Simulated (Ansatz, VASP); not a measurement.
This is a calculation of CdS for Ansatz 0.2.0.

input.yaml

```yaml
crystal:
  lattice:
    - [0.0, 2.753244, 2.753244]
    - [2.753244, 0.0, 2.753244]
    - [2.753244, 2.753244, 0.0]
  atoms:
    - { symbol: Cd, position: [0.0, 0.0, 0.0] }
    - { symbol: S, position: [0.5, 0.5, 0.5] }
kpoints:
  mp_grid: { grid: [3, 3, 3] }
scf:
  occupations: { method: fermi_dirac, width: 0.02 }
hamiltonian:
  xc: pbe
  pseudopotentials: { kind: all_electron, lapw: { basis_error: 0.002 } }
output:
  forces: true
  stress: true
  eigenvalues: true
```

Potentials or basis: all-electron LAPW, scalar-relativistic.

Run with:

```bash
$ ansatz run input.yaml --threads 1 --pin off --max-ram 2560MiB --backend cpu --events-out ev --progress --plain --runs-dir out
```

Q: Translate it to VASP 6.6.1. Potentials there: VASP PAW PBE potentials, release 64 (Cd, S).

A: As run (the cutoff follows the program's own potentials):

INCAR

```
SYSTEM = CdS
PREC     = Accurate       ! precision mode
ENCUT    = 520            ! plane-wave cutoff, eV
EDIFF    = 1E-7           ! SCF threshold, eV
ISMEAR   = -1             ! smearing method
SIGMA    = 0.02           ! smearing width, eV
LREAL    = .FALSE.        ! projectors in reciprocal space
LASPH    = .TRUE.         ! aspherical terms in the spheres
NELM     = 100            ! most SCF steps
ALGO     = Normal         ! electronic algorithm
ISIF     = 2              ! what is computed and relaxed
LWAVE    = .FALSE.        ! write WAVECAR
LCHARG   = .TRUE.         ! write CHGCAR
GGA      = PE             ! functional
LELF     = .TRUE.         ! ELF
LVHAR    = .TRUE.       
NBANDS   = 16             ! bands
```

The input KPOINTS:

```
regular mesh
0
G
  3 3 3
  0 0 0
```

POSCAR

```
CdS
1.0
    0.0000000000      2.7532440000      2.7532440000
    2.7532440000      0.0000000000      2.7532440000
    2.7532440000      2.7532440000      0.0000000000
Cd S
1 1
Direct
    0.0000000000      0.0000000000      0.0000000000
    0.5000000000      0.5000000000      0.5000000000
```

Potentials or basis: VASP PAW PBE potentials, release 64 (Cd, S).

The run is started by

```sh
$ cat potpaw_PBE.64/Cd/POTCAR potpaw_PBE.64/S/POTCAR > POTCAR
$ mpirun -np 1 vasp_std > vasp.out
```

Both were run:

|  | VASP | Ansatz | Ansatz less VASP |
| --- | --- | --- | --- |
| gap on the k mesh at the Fermi level (eV) | 0.96 | 0.97 | +0.011 |
| least direct gap on the mesh (eV) | 1.45 | 1.48 | +0.026 |
| pressure (GPa) | 1.2 | 0.8 | -0.40 |

Ansatz ran all-electron here, and VASP with PAW potentials.

The k mesh is coarse, so the values compare programs but aren't converged.
